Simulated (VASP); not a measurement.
Write the native input for VASP 6.6.1 that does the following.

```yaml
Task: single point
Functional: PBE
Potentials_or_basis: VASP PAW PBE potentials, release 64 (Se, Br)
Cutoff: 520 eV
k_mesh: 8 × 8 × 8
Occupations: gaussian, width 0.1 eV
Spin: no spin polarisation
Dipole_correction: no
Further_INCAR_settings: ALGO = Normal; EDIFF = 1e-06; NBANDS = 20
```

The structure of Se3Br lies in POSCAR:

```
Se3Br
1.0
   -1.9012420000      1.9012420000      8.4819000000
    1.9012420000     -1.9012420000      8.4819000000
    1.9012420000      1.9012420000     -8.4819000000
Se Br
3 1
Direct
    0.2500000000      0.7500000000      0.5000000000
    0.7500000000      0.2500000000      0.5000000000
    0.5000000000      0.5000000000      0.0000000000
    0.0000000000      0.0000000000      0.0000000000
```

One way to write it, as run:

INCAR

```
SYSTEM = Se3Br
PREC = Accurate
ENCUT = 520
EDIFF = 1E-6
ISMEAR = 0
SIGMA = 0.1
LREAL = .False.
LASPH = .True.
NELM = 100
ALGO = Normal
ISIF = 2
LWAVE = .False.
LCHARG = .True.
GGA = PE
LELF = .True.
LVHAR = .True.
NBANDS = 20
```

KPOINTS

```
regular mesh
0
Gamma
  8 8 8
  0 0 0
```

Potentials or basis: VASP PAW PBE potentials, release 64 (Se, Br).

Command:

```console
$ cat potpaw_PBE.64/Se/POTCAR potpaw_PBE.64/Br/POTCAR > POTCAR
$ mpirun -np 1 vasp_std > vasp.out
```

It gave:

```yaml
Pressure: 0.2 GPa
Band_gap_on_the_k_mesh: zero (an odd number of electrons rules out a gap without spin polarisation)
```

Caveat: an odd number of electrons without spin polarisation forces a metal; a magnetic or distorted state may lie lower.

It took 4.9 min on 1 thread of Intel(R) Xeon(R) 6975P-C (Granite Rapids), with other jobs on the host, peak memory 0.72 GiB.
